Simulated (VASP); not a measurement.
A run of VASP 6.6.1 is set up as follows.

INCAR

```
PREC = Accurate
ENCUT = 520
EDIFF = 1E-7
ISMEAR = 0
SIGMA = 0.05
LREAL = F
LASPH = T
NELM = 80
ALGO = Normal
ISIF = 2
LWAVE = F
LCHARG = F
GGA = PS
NBANDS = 22
```

KPOINTS

```
regular mesh
0
Gamma
  19 19 10
```

File POSCAR:

```
Rh
1.0
    2.6861931207      0.0000000000      0.0000000000
   -1.3430965603      2.3263114820      0.0000000000
    0.0000000000      0.0000000000      4.3362992247
Rh
2
Direct
    0.3333333333      0.6666666667      0.2500000000
    0.6666666667      0.3333333333      0.7500000000
```

Potentials or basis: VASP PAW PBE potentials, release 64 (Rh_pv).

Run with:

```sh
$ cat potpaw_PBE.64/Rh_pv/POTCAR > POTCAR
$ mpirun -np 1 vasp_std > vasp.out
```

(1) Estimate the pressure.

(2) Predict the band gap on the k mesh.

## Answers

(1) 0.0 GPa.

(2) zero (band 15 reaches 12.79 eV, above the bottom of band 16 at 10.33 eV).

Caveat: the PAW data sets were made with another functional, which shifts forces and pressure a little.
